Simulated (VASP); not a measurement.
**Cs: relaxation of cell and atoms with LDA**

Crystal: Cs.

```
Cs
1.0
     4.65547    0.00000    0.00000
     0.00000    4.65547    0.00000
     0.00000    0.00000    4.65547
Cs
1
Direct
  0.00000 0.00000 0.00000
```

This isn't the form of Cs at room conditions, which is bcc.

```
Program                : VASP 6.6.1
Task                   : relaxation of cell and atoms
Functional             : LDA
Potentials or basis    : VASP PAW LDA potentials, release 64 (Cs_sv)
Cutoff                 : 500 eV
k mesh                 : 8 × 8 × 8
Occupations            : fermi-dirac, width 0.1 eV
Spin                   : no spin polarisation
Target pressure        : 0.061 GPa
Dipole correction      : no
Further INCAR settings : ALGO = Normal; EDIFF = 1e-07; IBRION = 2; EDIFFG = -0.005; NSW = 32; ISIF = 3
```

| Quantity | Value |
| --- | --- |
| Relaxed volume | 101.38 Å³/atom |
| Relaxed cell | a = 4.663 Å, b = 4.663 Å, c = 4.663 Å, α = 90.00°, β = 90.00°, γ = 90.00° |
| Space group after relaxing (to 0.1 Å) | Pm-3m (No. 221) |
| Energy change on relaxing (the run minimises the enthalpy) | -0.2 meV/atom |
| Ionic steps | 3 |
| Pressure after relaxing | 0.1 GPa |
| Band gap on the k mesh | zero (an odd number of electrons rules out a gap without spin polarisation) |

The path:
```tsv
step	energy change (eV)	largest force (eV/Å)	pressure (GPa)	volume (Å³)
1	0.0000	0.0000	0.07	100.90
2	-0.0001	0.0000	0.07	101.02
3	-0.0002	0.0000	0.06	101.38
```

Final structure:
```
CELL_PARAMETERS angstrom
4.66286 0.00000 0.00000
0.00000 4.66286 0.00000
0.00000 0.00000 4.66286
ATOMIC_POSITIONS crystal
Cs 0.00000 0.00000 0.00000
```

Levels at points of the mesh, in eV from the Fermi level:
```tsv
k point	band 1	band 2	band 3	band 4	band 5	band 6	band 7	band 8
(0.00, 0.00, 0.00)	-23.94	-10.60	-10.60	-10.60	-1.82	1.19	1.19	4.74
(0.50, 0.00, 0.00)	-23.92	-10.93	-10.57	-10.57	-0.26	0.62	1.66	3.01
(0.50, 0.50, 0.00)	-23.90	-10.88	-10.88	-10.54	0.13	1.19	2.45	2.45
(0.50, 0.50, 0.50)	-23.89	-10.84	-10.84	-10.84	0.94	0.94	0.94	3.26
```

It took 51 s on 1 thread of Intel Xeon 8259CL, with other jobs on the host, peak memory 0.18 GiB.

Caveat: the cell is relaxed towards a set pressure, so the run minimises the enthalpy, not the energy; spin-orbit coupling is left out, which moves the levels of the heavy elements.
